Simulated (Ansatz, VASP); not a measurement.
## Two plane-wave programs on HfN

INCAR

```
SYSTEM = HfN
ALGO = Normal ; EDIFF = 1E-6
ENCUT = 600 ; GGA = CA
GGA_COMPAT = .False. ; ISIF = 2
ISMEAR = -1 ; LASPH = .True.
LCHARG = .False. ; LREAL = .False.
LWAVE = .False. ; NBANDS = 23
NELM = 120 ; PREC = Accurate
SIGMA = 0.1
```

KPOINTS

```
k-points
0
Gamma
  8 8 4
  0 0 0
```

The input POSCAR:

```
HfN
1.0
    3.1339100000      0.0000000000      0.0000000000
   -1.5669550000      2.7140456732      0.0000000000
    0.0000000000      0.0000000000      5.4167700000
Hf N
2 2
Direct
    0.6666666667      0.3333333333      0.7500000000
    0.3333333333      0.6666666667      0.2500000000
    0.0000000000      0.0000000000      0.0000000000
    0.0000000000      0.0000000000      0.5000000000
```

Input for Ansatz:

```yaml
crystal:
  lattice:
    a: 3.13391
    b: 3.13391
    c: 5.41677
    alpha: 90.0
    beta: 90.0
    gamma: 120.0
  space_group: 194
  atoms:
    - { symbol: Hf, position: [0.6666666666666666, 0.3333333333333333, 0.75] }
    - { symbol: "N", position: [0.0, 0.0, 0.0] }
basis:
  ecutwfc: 600.0
kpoints:
  mp_grid:
    grid: [8, 8, 4]
hamiltonian:
  xc: lda
scf:
  convergence:
    dr2_threshold: 1.0e-09
  occupations:
    method: fermi_dirac
    width: 0.1
output:
  stress: true
```

Alike in both runs: task single point; functional LDA; k mesh 8 × 8 × 4; occupations fermi-dirac, width 0.1 eV; no spin polarisation.

```csv
,VASP,Ansatz
version,VASP 6.6.1,Ansatz 0.2.0
potentials or method,"VASP PAW LDA potentials, release 64 (Hf_pv, N), cutoff 600 eV","plane waves, PAW"
valence electrons in the cell,30,62
```

Ansatz gave:

```
pressure (GPa) : -8.7
```

Problem. Which values does VASP return?

Solution. Pressure (GPa): -9.9.

LDA's correlation is that of Perdew and Zunger in VASP and of Perdew and Wang (1992) in Ansatz. VASP's potentials hold 30 valence electrons a cell and Ansatz's 62, so a difference there can come from the potentials and not from the codes. Ansatz's warnings: stress scf threshold loose.

Spin-orbit coupling is off throughout.
